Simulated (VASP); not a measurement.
Set up this calculation in VASP 6.6.1, as the native input.

| Property | Result |
| --- | --- |
| Task | single point |
| Functional | PBEsol |
| Potentials or basis | VASP PAW PBE potentials, release 64 (Rh_pv) |
| Cutoff | 520 eV |
| k mesh | 22 × 22 × 22 |
| Occupations | gaussian, width 0.15 eV |
| Spin | no spin polarisation |
| Dipole correction | no |
| Further INCAR settings | ALGO = Fast; EDIFF = 1e-06; NBANDS = 14 |

The structure of Rh lies in POSCAR:

```
Rh
1.0
    0.0000000000      1.8540112500      1.8064725000
    1.8540112500      0.0000000000      1.8064725000
    1.8540112500      1.8540112500      0.0000000000
Rh
1
Direct
    0.0000000000      0.0000000000      0.0000000000
```

This cell differs from its parent crystal: strain -0.025 along x and y, -0.050 along z.

The input as run:

INCAR

```
SYSTEM = Rh
PREC     = Accurate       ! precision mode
ENCUT    = 520            ! plane-wave cutoff, eV
EDIFF    = 1E-6           ! SCF threshold, eV
ISMEAR   = 0              ! smearing method
SIGMA    = 0.15           ! smearing width, eV
LREAL    = .False.        ! projectors in reciprocal space
LASPH    = .True.         ! aspherical terms in the spheres
NELM     = 60             ! most SCF steps
ALGO     = Fast           ! electronic algorithm
ISIF     = 2              ! what is computed and relaxed
LWAVE    = .False.        ! write WAVECAR
LCHARG   = .True.         ! write CHGCAR
GGA      = PS             ! functional
LELF     = .True.         ! ELF
LVHAR    = .True.       
NBANDS   = 14             ! bands
```

KPOINTS

```
regular mesh
0
Gamma
  22 22 22
  0 0 0
```

Potentials or basis: VASP PAW PBE potentials, release 64 (Rh_pv).

Run with:

```console
$ cat potpaw_PBE.64/Rh_pv/POTCAR > POTCAR
$ mpirun -np 1 vasp_std > vasp.out
```

Results of the run:

| Item | Value |
| --- | --- |
| Pressure | 30.7 GPa |

Caveat: the cell differs from its parent crystal (strain -0.025 along x and y, -0.050 along z); the PAW data sets were made with another functional, which shifts forces and pressure a little.

Run time: 120 s on 1 thread of Intel Xeon 6975P-C, with other jobs on the host, peak memory 0.24 GiB.
